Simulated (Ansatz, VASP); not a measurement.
## MgSe: VASP beside Ansatz

```
Mg Se
1.0
     0.00000    2.72763    2.72763
     2.72763    0.00000    2.72763
     2.72763    2.72763    0.00000
Mg Se
1 1
Direct
  0.00000 0.00000 0.00000
  0.50000 0.50000 0.50000
```

Alike in both runs: functional r2SCAN; dispersion rVV10; k mesh 8 × 8 × 8; occupations gaussian, width 0.02 eV; no spin polarisation.

Ansatz relaxed the structure, and its values are those at the end. VASP's run is a single point on that final structure, the one shown.

|  | VASP | Ansatz |
| --- | --- | --- |
| version | VASP 6.6.1 | Ansatz 0.2.0 |
| potentials or method | VASP PAW PBE potentials, release 64 (Mg, Se), cutoff 660 eV | scalar-relativistic, plane waves, PAW |
| valence electrons in the cell | 8 | 26 |

|  | VASP | Ansatz | Ansatz less VASP |
| --- | --- | --- | --- |
| gap on the k mesh at the Fermi level (eV) | 2.43 | 2.48 | +0.045 |
| least direct gap on the mesh (eV) | 3.44 | 3.48 | +0.033 |
| pressure (GPa) | -0.2 | 0.0 | +0.23 |

VASP's potentials were made for PBE, not for r2SCAN. VASP's potentials hold 8 valence electrons a cell and Ansatz's 26, so a difference there can come from the potentials and not from the codes.
